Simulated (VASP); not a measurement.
# Mo in VASP: a series of runs

Mo is run at these levels: PBE; tasks: single point.

Everything below comes from runs of VASP 6.6.1. Logs are shortened: lines on timing, memory, paths and dates and some standing lists are left out, and cuts for length are marked.

**1. The cell of the first run**

The cell holds a slab with vacuum, 4 atoms: a = 4.470 Å, b = 4.470 Å, c = 18.737 Å, α = 90.00°, β = 90.00°, γ = 120.00°.

**2. Single point, PBE**

INCAR

```
SYSTEM = Mo
PREC = Accurate
ENCUT = 520
EDIFF = 1E-6
ISMEAR = -1
SIGMA = 0.1
LREAL = .False.
LASPH = .True.
NELM = 60
ALGO = Normal
ISIF = 2
LWAVE = .False.
LCHARG = .False.
LDIPOL = .True.
IDIPOL = 3
DIPOL = 0.5 0.5 0.500
GGA = PE
NBANDS = 36
```

KPOINTS

```
regular mesh
0
Gamma
  10 10 1
  0 0 0
```

POSCAR

```
Mo
1.0
    4.4701026756      0.0000000000      0.0000000000
   -2.2350513378      3.8712224746      0.0000000000
    0.0000000000      0.0000000000     18.7374000000
Mo
4
Direct
    0.0000000000      0.0000000000      0.4269544424
    0.3333333340      0.6666666660      0.4756514806
    0.6666666670      0.3333333330      0.5243485191
    0.0000000000      0.0000000000      0.5730455576
```

Potentials or basis: VASP PAW PBE potentials, release 64 (Mo_sv).

Run with:

```sh
$ cat potpaw_PBE.64/Mo_sv/POTCAR > POTCAR
$ mpirun -np 1 vasp_std > vasp.out
```

OUTCAR:

```text
SYSTEM = Mo
   PREC = Accurate
   ENCUT = 520
   EDIFF = 1E-6
   ISMEAR = -1
   LREAL = .False.
   LASPH = .True.
   NELM = 60
   ISIF = 2
   GGA = PE

 ion  position               nearest neighbor table
   1  0.000  0.000  0.427-   2 2.74   2 2.74   4 2.74   2 2.74   3 3.16   3 3.16   3 3.16
   2  0.333  0.667  0.476-   1 2.74   1 2.74   3 2.74   3 2.74   3 2.74   1 2.74   4 3.16   4 3.16
                             4 3.16
   3  0.667  0.333  0.524-   4 2.74   2 2.74   4 2.74   2 2.74   4 2.74   2 2.74   1 3.16   1 3.16
                             1 3.16
   4  0.000  0.000  0.573-   3 2.74   1 2.74   3 2.74   3 2.74   2 3.16   2 3.16   2 3.16

  LATTYP: Found a hexagonal cell.
 ALAT       =     4.4701026756
 C/A-ratio  =     4.1917157971

  Lattice vectors:

 A1 = (   4.4701026756,   0.0000000000,   0.0000000000)
 A2 = (  -2.2350513378,   3.8712224746,   0.0000000000)
 A3 = (   0.0000000000,   0.0000000000,  18.7374000000)

Analysis of symmetry for initial positions (statically):
=====================================================================
 Subroutine PRICEL returns:
 Original cell was already a primitive cell.

 Routine SETGRP: Setting up the symmetry group for a
 hexagonal supercell.

 Subroutine GETGRP returns: Found 12 space group operations
 (whereof 12 operations were pure point group operations)
 out of a pool of 24 trial point group operations.

The static configuration has the point symmetry D_3d.

Analysis of symmetry for dynamics (positions and initial velocities):
=====================================================================
 Subroutine PRICEL returns:
 Original cell was already a primitive cell.

 Routine SETGRP: Setting up the symmetry group for a
 hexagonal supercell.

 Subroutine GETGRP returns: Found 12 space group operations
 (whereof 12 operations were pure point group operations)
 out of a pool of 24 trial point group operations.

The dynamic configuration has the point symmetry D_3d.

 Subroutine INISYM returns: Found 12 space group operations
 (whereof 12 operations are pure point group operations),
 and found     1 'primitive' translations

----------------------------------------------------------------------------------------

                                     Primitive cell

  volume of cell :     324.2462

  direct lattice vectors                    reciprocal lattice vectors
[... 84 lines left out ...]
   IBRION =     -1    ionic relax: 0-MD 1-quasi-New 2-CG
   NFREE  =      0    steps in history (QN), initial steepest desc. (CG)
   ISIF   =      2    stress and relaxation
   ISYM   =      2    0-nonsym 1-usesym 2-fastsym
   POTIM  = 0.5000    time-step for ionic-motion
   TEBEG  =    0.0;   TEEND  =   0.0 temperature during run
   PSTRESS=    0.0 pullay stress
   NELECT =      56.0000    total number of electrons
   NUPDOWN=      -1.0000    fix difference up-down
   EMIN   =  10.00;   EMAX   =-10.00  energy-range for DOS
   EFERMI =   0.00;   METHOD = LEGACY
   ISMEAR =    -1;   SIGMA  =   0.10  broadening in eV -4-tet -1-fermi 0-gaus
   EFERMI_NEDOS =   21; number of points for ismear=-14 and -15
   IALGO  =     38    algorithm
   IMIX   =      4    mixing-type and parameters
     AMIX     =   0.40;   BMIX     =  1.00
     AMIX_MAG =   1.60;   BMIX_MAG =  1.00
  volume/ion in A,a.u.               =      81.06       547.03
  Fermi-wavevector in a.u.,A,eV,Ry     =   0.911687  1.722839 11.308803  0.831174
  Thomas-Fermi vector in A             =   2.035996
   LORBIT       =      0    0 simple, 1 ext, 2 COOP (PROOUT), +10 PAW based schemes
   GGA     = PE    functional components
   LHFCALC =     F    Hartree Fock is set to
   AEXX    =    0.0000 exact exchange contribution
   IVDW    =     0    specifies the selected vdW correction
   LEPSILON=     F    determine dielectric tensor
   LRPA    =     F    only Hartree local field effects (RPA)
 non-spin polarized calculation
  energy-cutoff  :      520.00
  volume of cell :      324.25
 maximum number of plane-waves:      8759
 NGX is ok and might be reduce to    36
   NGX = 17   NGY = 17   NGZ = 69

 number of electron      56.0000004 magnetization

 dipolmoment           0.000000      0.000000      0.000000 electrons x Angstroem

 Free energy of the ion-electron system (eV)
  ---------------------------------------------------
  ext. energy  EPLUGINS =         0.00000000
  ---------------------------------------------------
  free energy    TOTEN  =       -36.56247672 eV

  energy without entropy =      -36.39341773  energy(sigma->0) =      -36.47794722

 E-fermi :  -0.7831     XC(G=0):  -3.9291

 val. band max:       -0.7948178676   @ k =   0.3000   0.2000   0.0000
 cond. band min:      -0.7663444378   @ k =   0.1000   0.1000   0.0000
 fundamental gap:      0.0284734299
 Fermi energy:        -0.7830657062

 k-point     1 :       0.0000    0.0000    0.0000
  band No.  band energies     occupation
      1     -61.7136      2.00000
      2     -61.6065      2.00000
      3     -61.5256      2.00000
      4     -61.4195      2.00000
      5     -36.0884      2.00000
      6     -35.9907      2.00000
[... 535 lines left out ...]
     35       1.1081      0.00000
     36       1.1276      0.00000

------------------------ aborting loop because EDIFF is reached ----------------------------------------

 vacuum level on the upper side and lower side of the slab       (xc-potential included)        -0.118        -0.118

  FORCE on cell =-STRESS in cart. coord.  units (eV):
  Direction    XX          YY          ZZ          XY          YZ          ZX
  --------------------------------------------------------------------------------------
  -------------------------------------------------------------------------------------
  Total      -13.3249226    -13.3249226     -8.4806886      0.0000000     -0.0000000      0.0000000
  in kB      -65.8415917    -65.8415917    -41.9050867      0.0000000     -0.0000000      0.0000000
  external PRESSURE =     -57.8627567 kB  Pullay stress =       0.0000000 kB

 VOLUME and BASIS-vectors are now :
 -----------------------------------------------------------------------------
  energy-cutoff  :      520.00
  volume of cell :      324.25
      direct lattice vectors                 reciprocal lattice vectors
     4.470102676  0.000000000  0.000000000     0.223708508  0.129158167  0.000000000
    -2.235051338  3.871222475  0.000000000     0.000000000  0.258316335  0.000000000
     0.000000000  0.000000000 18.737400000     0.000000000  0.000000000  0.053369197

 POSITION                                       TOTAL-FORCE (eV/Angst)
 -----------------------------------------------------------------------------------
      0.00000      0.00000      8.00002         0.000000      0.000000      2.931813
      0.00000      2.58081      8.91247         0.000000     -0.000000      0.474072
      2.23505      1.29041      9.82493        -0.000000     -0.000000     -0.474072
      0.00000      0.00000     10.73738        -0.000000      0.000000     -2.931813
 -----------------------------------------------------------------------------------
    total drift:                               -0.000011      0.000007      0.000020

  FREE ENERGIE OF THE ION-ELECTRON SYSTEM (eV)
  ---------------------------------------------------
  free  energy   TOTEN  =       -36.5624767182 eV

  energy  without entropy=      -36.3934177278  energy(sigma->0) =      -36.47794722

 vacuum level on the upper side and lower side of the slab         3.140         3.140
```

Wall time 9 min (1 thread of Intel Xeon 8259CL, shared host); peak memory 0.49 GiB.

What came out:

```
Free energy            : -36.5625 eV
Largest force          : 2.932 eV/Å
Band gap on the k mesh : zero (bands 28 and 29 overlap by 0.38 eV)
```

Forces on the atoms (eV/Å):
```
Mo   0.000  0.000  2.932
Mo   0.000  0.000  0.474
Mo   0.000  0.000 -0.474
Mo   0.000  0.000 -2.932
```

Levels at points of the mesh, in eV from the Fermi level:
| k point | band 25 | band 26 | band 27 | band 28 | band 29 | band 30 | band 31 | band 32 |
| --- | --- | --- | --- | --- | --- | --- | --- | --- |
| (0.00, 0.00, 0.00) | -1.64 | -0.81 | -0.81 | -0.33 | -0.20 | 1.00 | 1.00 | 1.12 |
| (0.50, 0.00, 0.00) | -1.10 | -0.78 | -0.76 | -0.44 | -0.12 | 0.76 | 0.95 | 1.51 |

**3. Single point, PBE**

INCAR

```
SYSTEM = Mo
ALGO = Normal
DIPOL = 0.5 0.5 0.500
EDIFF = 1E-6
ENCUT = 520
GGA = PE
IDIPOL = 3
ISIF = 2
ISMEAR = -1
LASPH = .True.
LCHARG = .True.
LDIPOL = .True.
LELF = .True.
LREAL = .False.
LVACPOTAV = .True.
LVHAR = .True.
LWAVE = .False.
NBANDS = 36
NELM = 80
PREC = Accurate
SIGMA = 0.1
```

KPOINTS

```
k-points
0
Gamma
  10 10 1
  0 0 0
```

POSCAR

```
Mo
1.0
    4.4701026756      0.0000000000      0.0000000000
   -2.2350513378      3.8712224746      0.0000000000
    0.0000000000      0.0000000000     18.7374000000
Mo
4
Direct
    0.0000000000      0.0000000000      0.4384540397
    0.3333333333      0.6666666667      0.4809176623
    0.6666666667      0.3333333333      0.5190823290
    0.0000000000      0.0000000000      0.5615459687
```

Potentials or basis: VASP PAW PBE potentials, release 64 (Mo_sv).

Run with:

```sh
$ cat potpaw_PBE.64/Mo_sv/POTCAR > POTCAR
$ mpirun -np 1 vasp_std > vasp.out
```

OUTCAR:

```text
SYSTEM = Mo
   EDIFF = 1E-6
   ENCUT = 520
   GGA = PE
   ISIF = 2
   ISMEAR = -1
   LASPH = .True.
   LREAL = .False.
   NELM = 80
   PREC = Accurate

 ion  position               nearest neighbor table
   1  0.000  0.000  0.438-   4 2.31   2 2.70   2 2.70   2 2.70   3 2.99   3 2.99   3 2.99
   2  0.333  0.667  0.481-   3 2.68   3 2.68   3 2.68   1 2.70   1 2.70   1 2.70   4 2.99   4 2.99
                             4 2.99
   3  0.667  0.333  0.519-   2 2.68   2 2.68   2 2.68   4 2.70   4 2.70   4 2.70   1 2.99   1 2.99
                             1 2.99
   4  0.000  0.000  0.562-   1 2.31   3 2.70   3 2.70   3 2.70   2 2.99   2 2.99   2 2.99

  LATTYP: Found a hexagonal cell.
 ALAT       =     4.4701026756
 C/A-ratio  =     4.1917157971

  Lattice vectors:

 A1 = (   4.4701026756,   0.0000000000,   0.0000000000)
 A2 = (  -2.2350513378,   3.8712224746,   0.0000000000)
 A3 = (   0.0000000000,   0.0000000000,  18.7374000000)

Analysis of symmetry for initial positions (statically):
=====================================================================
 Subroutine PRICEL returns:
 Original cell was already a primitive cell.

 Routine SETGRP: Setting up the symmetry group for a
 hexagonal supercell.

 Subroutine GETGRP returns: Found 12 space group operations
 (whereof 12 operations were pure point group operations)
 out of a pool of 24 trial point group operations.

The static configuration has the point symmetry D_3d.

Analysis of symmetry for dynamics (positions and initial velocities):
=====================================================================
 Subroutine PRICEL returns:
 Original cell was already a primitive cell.

 Routine SETGRP: Setting up the symmetry group for a
 hexagonal supercell.

 Subroutine GETGRP returns: Found 12 space group operations
 (whereof 12 operations were pure point group operations)
 out of a pool of 24 trial point group operations.

The dynamic configuration has the point symmetry D_3d.

 Subroutine INISYM returns: Found 12 space group operations
 (whereof 12 operations are pure point group operations),
 and found     1 'primitive' translations

----------------------------------------------------------------------------------------

                                     Primitive cell

  volume of cell :     324.2462

  direct lattice vectors                    reciprocal lattice vectors
     4.470102676  0.000000000  0.000000000     0.223708508  0.129158167  0.000000000
    -2.235051338  3.871222475  0.000000000     0.000000000  0.258316335  0.000000000
     0.000000000  0.000000000 18.737400000     0.000000000  0.000000000  0.053369197

  length of vectors
     4.470102676  4.470102676 18.737400000     0.258316335  0.258316335  0.053369197

  position of ions in fractional coordinates (direct lattice)
     0.000000000  0.000000000  0.438454040
     0.333333333  0.666666667  0.480917662
     0.666666667  0.333333333  0.519082329
     0.000000000  0.000000000  0.561545969

  ion indices of the primitive-cell ions
   primitive index   ion index
                 1           1
                 2           2
                 3           3
                 4           4

[... 34 lines left out ...]
  0.100000  0.100000  0.000000      6.000000
  0.200000  0.100000  0.000000     12.000000
  0.300000  0.100000  0.000000     12.000000
  0.400000  0.100000  0.000000     12.000000
  0.200000  0.200000  0.000000      6.000000
  0.300000  0.200000  0.000000     12.000000
  0.400000  0.200000  0.000000      6.000000
  0.300000  0.300000  0.000000      6.000000
   k-points           NKPTS =     14   k-points in BZ     NKDIM =     14   number of bands    NBANDS=     36
   number of dos      NEDOS =    301   number of ions     NIONS =      4
   total plane-waves  NPLWV = 181440
   dimension x,y,z NGX =    36 NGY =   36 NGZ =  140
   dimension x,y,z NGXF=    72 NGYF=   72 NGZF=  280
   ions per type =               4
   NGX,Y,Z   is equivalent  to a cutoff of  13.39, 13.39, 12.42 a.u.
   NGXF,Y,Z  is equivalent  to a cutoff of  26.78, 26.78, 24.84 a.u.
 SYSTEM =  Mo
   PREC   = accura    normal or accurate (medium, high low for compatibility)
   ISTART =      0    job   : 0-new  1-cont  2-samecut
   ICHARG =      2    charge: 1-file 2-atom 10-const
   ISPIN  =      1    spin polarized calculation?
   LNONCOLLINEAR =      F non collinear calculations
   LSORBIT =      F    spin-orbit coupling
   LASPH  =      T    aspherical Exc in radial PAW
   ENCUT  =  520.0 eV  38.22 Ry    6.18 a.u.   8.31  8.31 34.84*2*pi/ulx,y,z
   NELM   =     80;   NELMIN=  2; NELMDL= -5     # of ELM steps
   EDIFF  = 0.1E-05   stopping-criterion for ELM
   LREAL  =      F    real-space projection
   EDIFFG = 0.1E-04   stopping-criterion for IOM
   NSW    =      0    number of steps for IOM
   IBRION =     -1    ionic relax: 0-MD 1-quasi-New 2-CG
   NFREE  =      0    steps in history (QN), initial steepest desc. (CG)
   ISIF   =      2    stress and relaxation
   ISYM   =      2    0-nonsym 1-usesym 2-fastsym
   POTIM  = 0.5000    time-step for ionic-motion
   TEBEG  =    0.0;   TEEND  =   0.0 temperature during run
   PSTRESS=    0.0 pullay stress
   NELECT =      56.0000    total number of electrons
   NUPDOWN=      -1.0000    fix difference up-down
   EMIN   =  10.00;   EMAX   =-10.00  energy-range for DOS
   EFERMI =   0.00;   METHOD = LEGACY
   ISMEAR =    -1;   SIGMA  =   0.10  broadening in eV -4-tet -1-fermi 0-gaus
   EFERMI_NEDOS =   21; number of points for ismear=-14 and -15
   IALGO  =     38    algorithm
   IMIX   =      4    mixing-type and parameters
     AMIX     =   0.40;   BMIX     =  1.00
     AMIX_MAG =   1.60;   BMIX_MAG =  1.00
  volume/ion in A,a.u.               =      81.06       547.03
  Fermi-wavevector in a.u.,A,eV,Ry     =   0.911687  1.722839 11.308803  0.831174
  Thomas-Fermi vector in A             =   2.035996
   LORBIT       =      0    0 simple, 1 ext, 2 COOP (PROOUT), +10 PAW based schemes
   GGA     = PE    functional components
   LHFCALC =     F    Hartree Fock is set to
   AEXX    =    0.0000 exact exchange contribution
   IVDW    =     0    specifies the selected vdW correction
   LEPSILON=     F    determine dielectric tensor
   LRPA    =     F    only Hartree local field effects (RPA)
 non-spin polarized calculation
  energy-cutoff  :      520.00
  volume of cell :      324.25
 maximum number of plane-waves:      8759
 NGX is ok and might be reduce to    36
   NGX = 17   NGY = 17   NGZ = 69

 dipolmoment           0.000000      0.000000     -0.000000 electrons x Angstroem

 number of electron      56.0000005 magnetization

 dipolmoment           0.000000      0.000000      0.000000 electrons x Angstroem

 Free energy of the ion-electron system (eV)
  ---------------------------------------------------
  ext. energy  EPLUGINS =         0.00000000
  ---------------------------------------------------
  free energy    TOTEN  =       -37.39341407 eV

  energy without entropy =      -37.16991483  energy(sigma->0) =      -37.28166445

 E-fermi :  -0.8543     XC(G=0):  -3.7724

 val. band max:       -0.8793923386   @ k =   0.2000   0.1000   0.0000
 cond. band min:      -0.8412773151   @ k =   0.2000   0.0000   0.0000
 fundamental gap:      0.0381150235
 Fermi energy:        -0.8543062341

 k-point     1 :       0.0000    0.0000    0.0000
  band No.  band energies     occupation
      1     -61.9422      2.00000
      2     -61.6420      2.00000
      3     -61.5970      2.00000
      4     -61.4544      2.00000
      5     -36.9523      2.00000
      6     -36.1720      2.00000
[... 535 lines left out ...]
     35       1.1131      0.00000
     36       1.4405      0.00000

------------------------ aborting loop because EDIFF is reached ----------------------------------------

  FORCE on cell =-STRESS in cart. coord.  units (eV):
  Direction    XX          YY          ZZ          XY          YZ          ZX
  --------------------------------------------------------------------------------------
  -------------------------------------------------------------------------------------
  Total       -5.7586196     -5.7586196      0.2543094      0.0000000      0.0000000      0.0000000
  in kB      -28.4547005    -28.4547005      1.2566031      0.0000000      0.0000000      0.0000000
  external PRESSURE =     -18.5509327 kB  Pullay stress =       0.0000000 kB

 VOLUME and BASIS-vectors are now :
 -----------------------------------------------------------------------------
  energy-cutoff  :      520.00
  volume of cell :      324.25
      direct lattice vectors                 reciprocal lattice vectors
     4.470102676  0.000000000  0.000000000     0.223708508  0.129158167  0.000000000
    -2.235051338  3.871222475  0.000000000     0.000000000  0.258316335  0.000000000
     0.000000000  0.000000000 18.737400000     0.000000000  0.000000000  0.053369197

 POSITION                                       TOTAL-FORCE (eV/Angst)
 -----------------------------------------------------------------------------------
      0.00000      0.00000      8.21549        -0.000000      0.000000     -0.119671
     -0.00000      2.58081      9.01115         0.000000     -0.000000     -0.002718
      2.23505      1.29041      9.72625        -0.000000      0.000000      0.002718
      0.00000      0.00000     10.52191        -0.000000     -0.000000      0.119671
 -----------------------------------------------------------------------------------
    total drift:                                0.000000     -0.000000      0.000127

  FREE ENERGIE OF THE ION-ELECTRON SYSTEM (eV)
  ---------------------------------------------------
  free  energy   TOTEN  =       -37.3934140706 eV

  energy  without entropy=      -37.1699148279  energy(sigma->0) =      -37.28166445

 vacuum level on the upper side and lower side of the slab         3.269         3.269
```

OSZICAR:

```text
N       E                     dE             d eps       ncg     rms          rms(c)
DAV:   1     0.448696850358E+03    0.44870E+03   -0.34157E+04  1464   0.128E+03
DAV:   2    -0.205312808993E+02   -0.46923E+03   -0.45767E+03  1260   0.352E+02
DAV:   3    -0.402278518102E+02   -0.19697E+02   -0.18960E+02  1208   0.591E+01
[... 15 lines left out ...]
DAV:  19    -0.373933645058E+02   -0.79992E-04   -0.81611E-06   896   0.714E-03    0.997E-04
DAV:  20    -0.373933962738E+02   -0.31768E-04   -0.33896E-06   924   0.240E-03    0.798E-04
DAV:  21    -0.373934111268E+02   -0.14853E-04   -0.17820E-06   864   0.265E-03    0.274E-04
DAV:  22    -0.373934136195E+02   -0.24927E-05   -0.26359E-07   748   0.980E-04    0.871E-05
DAV:  23    -0.373934140706E+02   -0.45103E-06   -0.34600E-08   644   0.377E-04
   1 F= -.37393414E+02 E0= -.37281664E+02  d E =-.223499E+00
```

Run time: 8.7 min. Hardware: 1 thread of Intel Xeon 8259CL, shared host; peak memory 0.49 GiB.

What came out:

* Free energy: -37.3934 eV
* Largest force: 0.120 eV/Å
* Band gap on the k mesh: zero (bands 28 and 29 overlap by 0.20 eV)

Forces in eV/Å, atoms in the order of the input:
```
Mo   0.000  0.000 -0.120
Mo   0.000  0.000 -0.003
Mo   0.000  0.000  0.003
Mo   0.000  0.000  0.120
```

The gap in the log of VASP goes by the Fermi energy; the results here count the filled bands.